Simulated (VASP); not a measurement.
# AlNi in VASP: notebook

AlNi is run at these levels: PBEsol; tasks: single point.

Program: VASP 6.6.1. These are calculated values, not measurements. Logs are shortened: lines on timing, memory, paths and dates and some standing lists are left out, and cuts for length are marked.

## Step 1: The cell of the first run

Symmetry: Cmmm, No. 65, orthorhombic system. Conventional cell: a = 3.877 Å, b = 3.906 Å, c = 3.099 Å, α = 90.00°, β = 90.00°, γ = 90.00°. Al (site symmetry mmm) has 8 Ni at 2.48 to 2.49 Å and 6 Al at 2.75 to 3.10 Å within 3.3 Å. Within 3.3 Å of Ni (site symmetry mmm) lie 8 Al at 2.48 to 2.49 Å and 6 Ni at 2.75 to 3.10 Å.

## Step 2: Single point, PBEsol

INCAR

```
SYSTEM = AlNi
PREC = Accurate ; ENCUT = 520
EDIFF = 1E-6 ; ISMEAR = 0
SIGMA = 0.1 ; LREAL = .False.
LASPH = .True. ; NELM = 100
ALGO = Normal ; ISIF = 2
LWAVE = .False. ; LCHARG = .True.
GGA = PS ; LELF = .True.
LVHAR = .True. ; NBANDS = 14
```

KPOINTS

```
Automatic mesh
0
Gamma
  12 12 12
  0.5 0.5 0.5
```

POSCAR

```
AlNi
1.0
    1.9386940000     -1.9531901500      0.0000000000
    1.9386940000      1.9531901500      0.0000000000
    0.0000000000      0.0000000000      3.0994300413
Al Ni
1 1
Direct
    0.0000000000      0.0000000000      0.0000000000
    0.5000000000      0.5000000000      0.5000000000
```

Potentials or basis: VASP PAW PBE potentials, release 64 (Al, Ni).

Started as:

```console
> cat potpaw_PBE.64/Al/POTCAR potpaw_PBE.64/Ni/POTCAR > POTCAR
> mpirun -np 1 vasp_std > vasp.out
```

OUTCAR:

```text
SYSTEM = AlNi
   PREC = Accurate
   ENCUT = 520
   EDIFF = 1E-6
   ISMEAR = 0
   LREAL = .False.
   LASPH = .True.
   NELM = 100
   ISIF = 2
   GGA = PS

 ion  position               nearest neighbor table
   1  0.000  0.000  0.000-   2 2.48   2 2.48   2 2.48   2 2.48   2 2.49   2 2.49   2 2.49   2 2.49

   2  0.500  0.500  0.500-   1 2.48   1 2.48   1 2.48   1 2.48   1 2.49   1 2.49   1 2.49   1 2.49

  LATTYP: Found a base centered orthorhombic cell.
 ALAT       =     3.8773880000
 B/A-ratio  =     1.0074772759
 C/A-ratio  =     0.7993603017

  Lattice vectors:

 A1 = (   1.9386940000,  -1.9531901500,   0.0000000000)
 A2 = (   1.9386940000,   1.9531901500,   0.0000000000)
 A3 = (   0.0000000000,   0.0000000000,   3.0994300413)

Analysis of symmetry for initial positions (statically):
=====================================================================
 Subroutine PRICEL returns:
 Original cell was already a primitive cell.

 Routine SETGRP: Setting up the symmetry group for a
 base centered orthorhombic supercell.

 Subroutine GETGRP returns: Found  8 space group operations
 (whereof  8 operations were pure point group operations)
 out of a pool of  8 trial point group operations.

The static configuration has the point symmetry D_2h.

Analysis of symmetry for dynamics (positions and initial velocities):
=====================================================================
 Subroutine PRICEL returns:
 Original cell was already a primitive cell.

 Routine SETGRP: Setting up the symmetry group for a
 base centered orthorhombic supercell.

 Subroutine GETGRP returns: Found  8 space group operations
 (whereof  8 operations were pure point group operations)
 out of a pool of  8 trial point group operations.

The dynamic configuration has the point symmetry D_2h.

 Subroutine INISYM returns: Found  8 space group operations
 (whereof  8 operations are pure point group operations),
 and found     1 'primitive' translations

----------------------------------------------------------------------------------------

                                     Primitive cell

  volume of cell :      23.4728

  direct lattice vectors                    reciprocal lattice vectors
     1.938694000 -1.953190150  0.000000000     0.257905580 -0.255991461  0.000000000
     1.938694000  1.953190150  0.000000000     0.257905580  0.255991461  0.000000000
     0.000000000  0.000000000  3.099430041     0.000000000  0.000000000  0.322639965

  length of vectors
[... 91 lines left out ...]
   TEBEG  =    0.0;   TEEND  =   0.0 temperature during run
   PSTRESS=    0.0 pullay stress
   NELECT =      13.0000    total number of electrons
   NUPDOWN=      -1.0000    fix difference up-down
   EMIN   =  10.00;   EMAX   =-10.00  energy-range for DOS
   EFERMI =   0.00;   METHOD = LEGACY
   ISMEAR =     0;   SIGMA  =   0.10  broadening in eV -4-tet -1-fermi 0-gaus
   EFERMI_NEDOS =   21; number of points for ismear=-14 and -15
   IALGO  =     38    algorithm
   IMIX   =      4    mixing-type and parameters
     AMIX     =   0.40;   BMIX     =  1.00
     AMIX_MAG =   1.60;   BMIX_MAG =  1.00
  volume/ion in A,a.u.               =      11.74        79.20
  Fermi-wavevector in a.u.,A,eV,Ry     =   1.344417  2.540580 24.591955  1.807458
  Thomas-Fermi vector in A             =   2.472413
   LORBIT       =      0    0 simple, 1 ext, 2 COOP (PROOUT), +10 PAW based schemes
   GGA     = PS    functional components
   LHFCALC =     F    Hartree Fock is set to
   AEXX    =    0.0000 exact exchange contribution
   IVDW    =     0    specifies the selected vdW correction
   LEPSILON=     F    determine dielectric tensor
   LRPA    =     F    only Hartree local field effects (RPA)
 non-spin polarized calculation
 Gauss-broadening in eV      SIGMA  =   0.10
  energy-cutoff  :      520.00
  volume of cell :       23.47
 maximum number of plane-waves:       641
   NGX = 11   NGY = 11   NGZ = 11

 number of electron      13.0000022 magnetization

 Free energy of the ion-electron system (eV)
  ---------------------------------------------------
  ext. energy  EPLUGINS =         0.00000000
  ---------------------------------------------------
  free energy    TOTEN  =       -11.54332866 eV

  energy without entropy =      -11.53828332  energy(sigma->0) =      -11.54080599

 E-fermi :  10.1727     XC(G=0): -12.2567

 val. band max:       10.1663102803   @ k =  -0.3750   0.1250   0.0417
 cond. band min:      10.1849012056   @ k =  -0.4583   0.2917   0.2917
 fundamental gap:      0.0185909253
 Fermi energy:        10.1726868744

 k-point     1 :       0.0417    0.0417    0.0417
  band No.  band energies     occupation
      1      -1.0380      2.00000
      2       6.7232      2.00000
      3       6.8664      2.00000
      4       8.4378      2.00000
      5       8.4784      2.00000
      6       8.7636      2.00000
      7      12.9587      0.00000
      8      16.5078      0.00000
      9      16.8037      0.00000
     10      17.8393      0.00000
     11      19.6747      0.00000
     12      25.1213      0.00000
     13      29.4900      0.00000
     14      29.7338      0.00000
[... 377 lines left out ...]
      1       1.4015      2.00000
      2       6.6902      2.00000
      3       7.1943      2.00000
      4       7.7857      2.00000
      5       8.0645      2.00000
      6       8.1721      2.00000
      7      11.2701      0.00000
      8      14.3470      0.00000
      9      16.0825      0.00000
     10      19.1332      0.00000
     11      22.1713      0.00000
     12      23.4751      0.00000
     13      25.6840      0.00000
     14      26.8264      0.00000

 [... further k-points ...]

------------------------ aborting loop because EDIFF is reached ----------------------------------------

  FORCE on cell =-STRESS in cart. coord.  units (eV):
  Direction    XX          YY          ZZ          XY          YZ          ZX
  --------------------------------------------------------------------------------------
  -------------------------------------------------------------------------------------
  Total        0.5535186      0.3009972     -0.5428714      0.0000000      0.0000000      0.0000000
  in kB       37.7813240     20.5450579    -37.0545800      0.0000000      0.0000000      0.0000000
  external PRESSURE =       7.0906006 kB  Pullay stress =       0.0000000 kB

 VOLUME and BASIS-vectors are now :
 -----------------------------------------------------------------------------
  energy-cutoff  :      520.00
  volume of cell :       23.47
      direct lattice vectors                 reciprocal lattice vectors
     1.938694000 -1.953190150  0.000000000     0.257905580 -0.255991461  0.000000000
     1.938694000  1.953190150  0.000000000     0.257905580  0.255991461  0.000000000
     0.000000000  0.000000000  3.099430041     0.000000000  0.000000000  0.322639965

 POSITION                                       TOTAL-FORCE (eV/Angst)
 -----------------------------------------------------------------------------------
      0.00000      0.00000      0.00000        -0.000000      0.000000      0.000000
      1.93869      0.00000      1.54972         0.000000      0.000000      0.000000
 -----------------------------------------------------------------------------------
    total drift:                                0.000000      0.000000      0.000000

  FREE ENERGIE OF THE ION-ELECTRON SYSTEM (eV)
  ---------------------------------------------------
  free  energy   TOTEN  =       -11.5433286627 eV

  energy  without entropy=      -11.5382833220  energy(sigma->0) =      -11.54080599
```

stdout:

```text
POSCAR found type information on POSCAR AlNi
 POSCAR found :  2 types and       2 ions
 scaLAPACK will be used
 -----------------------------------------------------------------------------
|                                                                             |
|                                                                             |
|     You enforced a specific xc type in the INCAR file but a different       |
|     I HOPE YOU KNOW WHAT YOU ARE DOING!                                     |
|                                                                             |
 -----------------------------------------------------------------------------

 LDA part: xc-table for (Slater+PW92), standard interpolation
 POSCAR, INCAR and KPOINTS ok, starting setup
 FFT: planning ... GRIDC
 FFT: planning ... GRID_SOFT
 FFT: planning ... GRID
 WAVECAR not read
 entering main loop
```

Run time: 22 s. Hardware: 1 thread of Intel Xeon 6975P-C (Granite Rapids), shared host; peak memory 0.19 GiB.

Results:

| Quantity | Value |
| --- | --- |
| Free energy | -11.5433 eV |
| Pressure | 0.7 GPa |
| Band gap on the k mesh | zero (an odd number of electrons rules out a gap without spin polarisation) |

Caveat: the stress differs along the axes, from -4 to 4 GPa; the PAW data sets were made with another functional, which shifts forces and pressure a little. Spin polarisation is off, so any magnetic state and its effect on volume and gap are missing.

(Part 1 of 2 ends here.)
